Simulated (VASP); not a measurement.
Set up this calculation in VASP 6.6.1, as the native input.

| Property | Result |
| --- | --- |
| Task | single point |
| Functional | PBE |
| Potentials or basis | VASP PAW PBE potentials, release 64 (Na_pv, H) |
| Cutoff | 520 eV |
| k mesh | 12 × 12 × 12 |
| Occupations | gaussian, width 0.05 eV |
| Spin | no spin polarisation |
| Dipole correction | no |
| Further INCAR settings | ALGO = Normal; EDIFF = 1e-06; NBANDS = 11 |

The structure of NaH lies in POSCAR:

```
NaH
1.0
    0.0000000000      2.4481634959      2.4481634959
    2.4481634959      0.0000000000      2.4481634959
    2.4481634959      2.4481634959      0.0000000000
Na H
1 1
Direct
    0.0000000000      0.0000000000      0.0000000000
    0.5000000000      0.5000000000      0.5000000000
```

This cell differs from its parent crystal: volume scaled by 1.040.

The input as run:

INCAR

```
  PREC = Accurate
  ENCUT = 520
  EDIFF = 1E-6
  ISMEAR = 0
  SIGMA = 0.05
  LREAL = False
  LASPH = True
  NELM = 60
  ALGO = Normal
  ISIF = 2
  LWAVE = False
  LCHARG = False
  GGA = PE
  NBANDS = 11
```

KPOINTS

```
Automatic mesh
0
Gamma
  12 12 12
```

Potentials or basis: VASP PAW PBE potentials, release 64 (Na_pv, H).

Launch:

```sh
$ cat potpaw_PBE.64/Na_pv/POTCAR potpaw_PBE.64/H/POTCAR > POTCAR
$ mpirun -np 1 vasp_std > vasp.out
```

It gave:

| Quantity | Value |
| --- | --- |
| Pressure | -0.9 GPa |
| Band gap on the k mesh | 3.70 eV, indirect (least direct gap 4.53 eV) |

It took 24 s on 1 thread of AMD EPYC 7R13 Processor (Zen 3) (shared host), peak memory 0.13 GiB.
